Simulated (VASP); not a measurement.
Set up this calculation in VASP 6.6.1, as the native input.

```
Task                   : single point
Functional             : PBE
Potentials or basis    : VASP PAW PBE potentials, release 64 (K_sv, Mg, F)
Cutoff                 : 600 eV
k mesh                 : 3 × 3 × 3
Occupations            : gaussian, width 0.01 eV
Spin                   : no spin polarisation
Dipole correction      : no
Further INCAR settings : ALGO = Normal; EDIFF = 1e-06; NBANDS = 24
```

The structure of KMgF3 lies in POSCAR:

```
KMgF3
1.0
    4.0163580978      0.0000000000      0.0000000000
    0.0000000000      4.0163580978      0.0000000000
    0.0000000000      0.0000000000      4.0163580978
K Mg F
1 1 3
Direct
    0.5000000000      0.5000000000      0.5000000000
    0.0000000000      0.0000000000      0.0000000000
    0.5000000000      0.0000000000      0.0000000000
    0.0000000000      0.0000000000      0.5000000000
    0.0000000000      0.5000000000      0.0000000000
```

The input as run:

INCAR

```
SYSTEM = KMgF3
PREC = Accurate ; ENCUT = 600
EDIFF = 1E-6 ; ISMEAR = 0
SIGMA = 0.01 ; LREAL = .FALSE.
LASPH = .TRUE. ; NELM = 120
ALGO = Normal ; ISIF = 2
LWAVE = .FALSE. ; LCHARG = .FALSE.
GGA = PE ; NBANDS = 24
GGA_COMPAT = .FALSE.
```

KPOINTS

```
Automatic mesh
0
G
  3 3 3
  0 0 0
```

Potentials or basis: VASP PAW PBE potentials, release 64 (K_sv, Mg, F).

Launch:

```bash
$ cat potpaw_PBE.64/K_sv/POTCAR potpaw_PBE.64/Mg/POTCAR potpaw_PBE.64/F/POTCAR > POTCAR
$ mpirun -np 1 vasp_std > vasp.out
```

It gave:

```
Pressure               : 1.5 GPa
Band gap on the k mesh : 7.29 eV, indirect (least direct gap 7.46 eV)
```

Caveat: the k points lie up to 0.52 Å⁻¹ apart.

Wall time 14 s on 1 thread of Intel(R) Xeon(R) Platinum 8488C (Sapphire Rapids), on a shared host, peak memory 0.18 GiB.
